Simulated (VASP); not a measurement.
# TiAl (Pm-3m) in VASP: further runs, part 2 of 2

VASP 6.6.1.

### 4 Single point, r2SCAN

This run uses another cell than the first one, of 15.10 Å³/atom, 0.940 times its volume.

File POSCAR:

```
TiAl
1.0
    3.1141669331      0.0000000000      0.0000000000
    0.0000000000      3.1141669331      0.0000000000
    0.0000000000      0.0000000000      3.1141669331
Ti Al
1 1
Direct
    0.0000000000      0.0000000000      0.0000000000
    0.5000000000      0.5000000000      0.5000000000
```

File INCAR.step1:

```
PREC = Accurate
ENCUT = 520
ISMEAR = -1
SIGMA = 0.05
LREAL = F
LASPH = T
NELM = 60
NBANDS = 14
GGA = PE
ALGO = Normal
EDIFF = 1E-4
LWAVE = T
LCHARG = F
```

File INCAR.step2:

```
PREC = Accurate
ENCUT = 520
EDIFF = 1E-6
ISMEAR = -1
SIGMA = 0.05
LREAL = F
LASPH = T
NELM = 60
ALGO = Normal
ISIF = 2
LWAVE = F
LCHARG = F
METAGGA = R2SCAN
LMIXTAU = T
NBANDS = 14
ISTART = 1
```

File KPOINTS:

```
regular mesh
0
Gamma
  8 8 8
```

Potentials or basis: VASP PAW PBE potentials, release 64 (Ti_sv, Al).

Started as:

```console
cat potpaw_PBE.64/Ti_sv/POTCAR potpaw_PBE.64/Al/POTCAR > POTCAR
cp INCAR.step1 INCAR
mpirun -np 1 vasp_std > vasp.out
cp INCAR.step2 INCAR
mpirun -np 1 vasp_std > vasp.out
```

OUTCAR:

```text
PREC = Accurate
   ENCUT = 520
   EDIFF = 1E-6
   ISMEAR = -1
   LREAL = F
   LASPH = T
   NELM = 60
   ISIF = 2
   METAGGA = R2SCAN
   ISTART = 1

 ion  position               nearest neighbor table
   1  0.000  0.000  0.000-   2 2.70   2 2.70   2 2.70   2 2.70   2 2.70   2 2.70   2 2.70   2 2.70

   2  0.500  0.500  0.500-   1 2.70   1 2.70   1 2.70   1 2.70   1 2.70   1 2.70   1 2.70   1 2.70

  LATTYP: Found a simple cubic cell.
 ALAT       =     3.1141669331

  Lattice vectors:

 A1 = (   3.1141669331,   0.0000000000,   0.0000000000)
 A2 = (   0.0000000000,   3.1141669331,   0.0000000000)
 A3 = (   0.0000000000,   0.0000000000,   3.1141669331)

Analysis of symmetry for initial positions (statically):
=====================================================================
 Subroutine PRICEL returns:
 Original cell was already a primitive cell.

 Routine SETGRP: Setting up the symmetry group for a
 simple cubic supercell.

 Subroutine GETGRP returns: Found 48 space group operations
 (whereof 48 operations were pure point group operations)
 out of a pool of 48 trial point group operations.

The static configuration has the point symmetry O_h .

Analysis of symmetry for dynamics (positions and initial velocities):
=====================================================================
 Subroutine PRICEL returns:
 Original cell was already a primitive cell.

 Routine SETGRP: Setting up the symmetry group for a
 simple cubic supercell.

 Subroutine GETGRP returns: Found 48 space group operations
 (whereof 48 operations were pure point group operations)
 out of a pool of 48 trial point group operations.

The dynamic configuration has the point symmetry O_h .

 Subroutine INISYM returns: Found 48 space group operations
 (whereof 48 operations are pure point group operations),
 and found     1 'primitive' translations

[... 117 lines left out ...]
  Thomas-Fermi vector in A             =   2.427927
   LORBIT       =      0    0 simple, 1 ext, 2 COOP (PROOUT), +10 PAW based schemes
   METAGGA = R2SCAN    functional components
   LHFCALC =     F    Hartree Fock is set to
   AEXX    =    0.0000 exact exchange contribution
   IVDW    =     0    specifies the selected vdW correction
   LEPSILON=     F    determine dielectric tensor
   LRPA    =     F    only Hartree local field effects (RPA)
 non-spin polarized calculation
  energy-cutoff  :      520.00
  volume of cell :       30.20
 maximum number of plane-waves:       840
 NGX is ok and might be reduce to    24
   NGX = 11   NGY = 11   NGZ = 11

 number of electron      14.9999999 magnetization

 Free energy of the ion-electron system (eV)
  ---------------------------------------------------
  ext. energy  EPLUGINS =         0.00000000
  ---------------------------------------------------
  free energy    TOTEN  =       -20.27295212 eV

  energy without entropy =      -20.25500161  energy(sigma->0) =      -20.26397687

 E-fermi :   9.4896     XC(G=0): -12.1899

 val. band max:        9.4603764128   @ k =   0.5000   0.3750   0.2500
 cond. band min:       9.5006127075   @ k =   0.3750   0.1250   0.1250
 fundamental gap:      0.0402362947
 Fermi energy:         9.4896106973

 k-point     1 :       0.0000    0.0000    0.0000
  band No.  band energies     occupation
      1     -49.6470      2.00000
      2     -24.7961      2.00000
      3     -24.7961      2.00000
      4     -24.7961      2.00000
      5      -0.6399      2.00000
      6       7.7176      2.00000
      7       7.7176      2.00000
      8      11.6952      0.00000
      9      11.6952      0.00000
     10      11.6952      0.00000
     11      14.4489      0.00000
     12      14.4489      0.00000
     13      14.4489      0.00000
     14      18.9398      0.00000
[... 377 lines left out ...]
      1     -49.6054      2.00000
      2     -24.9934      2.00000
      3     -24.9573      2.00000
      4     -24.7898      2.00000
      5       4.0354      2.00000
      6       6.1035      2.00000
      7       7.2770      2.00000
      8       8.7707      2.00000
      9      10.5799      0.00000
     10      10.6022      0.00000
     11      12.7026      0.00000
     12      15.0786      0.00000
     13      15.2510      0.00000
     14      17.7769      0.00000

 [... further k-points ...]
[... 5 lines left out ...]
  --------------------------------------------------------------------------------------
  -------------------------------------------------------------------------------------
  Total        1.4459612      1.4459612      1.4459612      0.0000000      0.0000000     -0.0000000
  in kB       76.7081585     76.7081585     76.7081585      0.0000000      0.0000000     -0.0000000
  external PRESSURE =      76.7081585 kB  Pullay stress =       0.0000000 kB

 VOLUME and BASIS-vectors are now :
 -----------------------------------------------------------------------------
  energy-cutoff  :      520.00
  volume of cell :       30.20
      direct lattice vectors                 reciprocal lattice vectors
     3.114166933  0.000000000  0.000000000     0.321113165  0.000000000  0.000000000
     0.000000000  3.114166933  0.000000000     0.000000000  0.321113165  0.000000000
     0.000000000  0.000000000  3.114166933     0.000000000  0.000000000  0.321113165

 POSITION                                       TOTAL-FORCE (eV/Angst)
 -----------------------------------------------------------------------------------
      0.00000      0.00000      0.00000         0.000000      0.000000      0.000000
      1.55708      1.55708      1.55708         0.000000      0.000000      0.000000
 -----------------------------------------------------------------------------------
    total drift:                                0.000000      0.000000      0.000000

  FREE ENERGIE OF THE ION-ELECTRON SYSTEM (eV)
  ---------------------------------------------------
  free  energy   TOTEN  =       -20.2729521219 eV

  energy  without entropy=      -20.2550016129  energy(sigma->0) =      -20.26397687
```

OSZICAR.step1:

```text
N       E                     dE             d eps       ncg     rms          rms(c)
DAV:   1     0.968122704410E+02    0.96812E+02   -0.71644E+03   980   0.110E+03
DAV:   2    -0.789640786895E+01   -0.10471E+03   -0.10095E+03  1004   0.302E+02
DAV:   3    -0.134473963066E+02   -0.55510E+01   -0.53438E+01  1504   0.641E+01
DAV:   4    -0.136138941376E+02   -0.16650E+00   -0.16632E+00  1072   0.991E+00
DAV:   5    -0.136201263525E+02   -0.62322E-02   -0.62309E-02  1418   0.189E+00    0.104E+01
DAV:   6    -0.121018604281E+02    0.15183E+01   -0.46369E+00  1102   0.300E+01    0.274E+00
DAV:   7    -0.120631660080E+02    0.38694E-01   -0.31573E-01  1112   0.752E+00    0.187E+00
DAV:   8    -0.120601914661E+02    0.29745E-02   -0.49356E-02  1380   0.218E+00    0.537E-01
DAV:   9    -0.120583311037E+02    0.18604E-02   -0.76364E-03  1126   0.116E+00    0.165E-01
DAV:  10    -0.120584459617E+02   -0.11486E-03   -0.36054E-04  1084   0.234E-01    0.452E-02
DAV:  11    -0.120584470229E+02   -0.10612E-05   -0.83398E-05   622   0.107E-01
   1 F= -.12058447E+02 E0= -.12047973E+02  d E =-.209488E-01
```

Wall time 50 s (1 thread of Intel Xeon 8259CL, shared host); peak memory 0.15 GiB.

What came out:

```yaml
Free_energy: -20.2730 eV
Pressure: 7.7 GPa
```

Caveat: the PAW data sets were made with another functional, which shifts forces and pressure a little.

### 5 Overview

| task | level | cell | cutoff (eV) | gap on the mesh (eV) | pressure (GPa) | relaxed volume (Å³/atom) |
| --- | --- | --- | --- | --- | --- | --- |
| relaxation of cell and atoms | revPBE+D3(BJ) | relaxed from a = 3.179 Å, 2 atoms | 600 | none | 0.0 | 15.11 |
| relaxation of cell and atoms | revPBE+D4 | relaxed from a = 3.179 Å, 2 atoms | 600 | none | 0.0 | 15.79 |
| single point | r2SCAN | a = 3.114 Å, 2 atoms | 520 | none | 7.7 | - |

Alike in all rows: potentials or basis VASP PAW PBE potentials, release 64 (Ti_sv, Al); no spin polarisation; k mesh 8 × 8 × 8; smearing fermi-dirac 0.05 eV.

Caveats: the PAW data sets were made with another functional, which shifts forces and pressure a little; pairwise dispersion overbinds metals, which lowers pressure and volume (some runs).

Total energies depend on the potentials used, so only differences within one code and one set of settings carry meaning.
